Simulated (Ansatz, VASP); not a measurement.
**Ni in VASP and in Ansatz**

Contents of POSCAR:

```
Ni
1.0
    2.4802374219      0.0000000000      0.0000000000
   -1.2401187110      2.1479486143      0.0000000000
    0.0000000000      0.0000000000      4.1264032895
Ni
2
Direct
    0.3333333333      0.6666666667      0.2500000000
    0.6666666667      0.3333333333      0.7500000000
```

INCAR.step1

```
PREC     = Accurate       # precision mode
ENCUT    = 520            # plane-wave cutoff, eV
ISMEAR   = 1              # smearing method
SIGMA    = 0.02           # smearing width, eV
LREAL    = False          # projectors in reciprocal space
LASPH    = True           # aspherical terms in the spheres
NELM     = 150            # most SCF steps
ISPIN    = 2              # spin polarisation
MAGMOM   = 1.5 1.5        # initial moments
LMAXMIX  = 4              # l up to which the mixer works
NBANDS   = 21             # bands
GGA      = PE             # functional
ALGO     = Normal         # electronic algorithm
EDIFF    = 1E-4           # SCF threshold, eV
LWAVE    = True           # write WAVECAR
LCHARG   = False          # write CHGCAR
```

INCAR.step2

```
PREC     = Accurate       # precision mode
ENCUT    = 520            # plane-wave cutoff, eV
EDIFF    = 1E-6           # SCF threshold, eV
ISMEAR   = 1              # smearing method
SIGMA    = 0.02           # smearing width, eV
LREAL    = False          # projectors in reciprocal space
LASPH    = True           # aspherical terms in the spheres
NELM     = 150            # most SCF steps
ALGO     = Normal         # electronic algorithm
ISIF     = 2              # what is computed and relaxed
LWAVE    = False          # write WAVECAR
LCHARG   = False          # write CHGCAR
ISPIN    = 2              # spin polarisation
MAGMOM   = 1.5 1.5        # initial moments
LORBIT   = 11             # projections on sites
LMAXMIX  = 4              # l up to which the mixer works
METAGGA  = R2SCAN         # meta-GGA
LMIXTAU  = True         
NBANDS   = 21             # bands
ISTART   = 1
```

Contents of KPOINTS:

```
regular mesh
0
Gamma
  13 13 7
```

Input for Ansatz:

```yaml
crystal:
  lattice:
    - [2.480237421902141, 0.0, 0.0]
    - [-1.2401187109510705, 2.1479486143321544, 0.0]
    - [0.0, 0.0, 4.126403289495505]
  atoms:
    - { symbol: Ni, position: [0.3333333333333333, 0.6666666666666666, 0.25], spin: 1.5 }
    - { symbol: Ni, position: [0.6666666666666666, 0.3333333333333333, 0.75], spin: 1.5 }
accuracy: low
basis:
  ecutwfc: 557.833418042754
kpoints:
  mp_grid:
    grid: [13, 13, 7]
hamiltonian:
  xc: r2scan
magnetization:
  spin_polarized: true
scf:
  mixing:
    algorithm: broyden
  occupations:
    method: methfessel_paxton
    width: 0.02
output:
  stress: true
```

Alike in both runs: task single point; functional r2SCAN; k mesh 13 × 13 × 7; occupations methfessel-paxton of order 1, width 0.02 eV; collinear spin.

```csv
,VASP,Ansatz
version,VASP 6.6.1,Ansatz 0.2.0
potentials or method,"VASP PAW PBE potentials, release 64 (Ni), cutoff 520 eV","plane waves, PAW"
valence electrons in the cell,20,36
```

```tsv
	VASP	Ansatz	Ansatz less VASP
pressure (GPa)	-7.9	-8.4	-0.47
traceless stress, the component that is largest in VASP (GPa)	2.00	2.20	+0.196
net moment per atom (μB)	0.68	0.68	0.000
size of the moment on the site where the two differ most (μB)	0.70	0.75	+0.044
```

VASP's potentials were made for PBE, not for r2SCAN. Site moments also hang on the region over which each program counts them. With one functional, cell and mesh, what is left measures potentials, basis and numerics. VASP's potentials hold 20 valence electrons a cell and Ansatz's 36, so a difference there can come from the potentials and not from the codes. Ansatz's warnings: stability check not made.
